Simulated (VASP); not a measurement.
Runs of VASP 6.6.1 on ScGa3P2. The structure is that of space group P6/mmm (No. 191), or close to it. The cells are those of the table. The cell was generated, and may not be a known phase.

```tsv
task	cell	k mesh	cutoff (eV)	gap on the mesh (eV)	pressure (GPa)	relaxed volume (Å³/atom)
single point	a = 5.156, b = 5.156, c = 4.742 Å, angles 90.0, 90.0, 120.0°, 6 atoms	6 × 6 × 4	520	none	(a)	-
single point	a = 5.144, b = 5.144, c = 4.717 Å, angles 90.0, 90.0, 120.0°, 6 atoms	3 × 3 × 6	520	none	0.3	-
single point	a = 6.015, b = 6.015, c = 3.482 Å, angles 90.0, 90.0, 120.0°, 6 atoms	3 × 3 × 6	520	none	5.9	-
single point	a = 5.249, b = 5.249, c = 4.536 Å, angles 90.0, 90.0, 120.0°, 6 atoms	12 × 12 × 8	520	none	0.1	-
relaxation of cell and atoms	relaxed from a = 5.144, b = 5.144, c = 4.717 Å, angles 90.0, 90.0, 120.0°, 6 atoms	6 × 6 × 4	600	none	-0.1	(b)
relaxation of cell and atoms	relaxed from a = 6.015, b = 6.015, c = 3.482 Å, angles 90.0, 90.0, 120.0°, 6 atoms	3 × 3 × 6	600	none	0.3	17.98
```

Alike in all rows: level PBE; potentials or basis VASP PAW PBE potentials, release 64 (Sc_sv, Ga_d, P); no spin polarisation; smearing gaussian 0.1 eV.

Task: Fill in the values left out.

Result: (a) 0.2; (b) 18.25.

Caveats: some runs use coarse meshes; a cell axis changed by over 15 % at a fixed basis, so the end point is rough (at least some runs).

A k mesh can miss the band edges, and the runs leave out spin-orbit coupling on Ga.

A gap of «none» marks levels without a gap at the run's occupations.
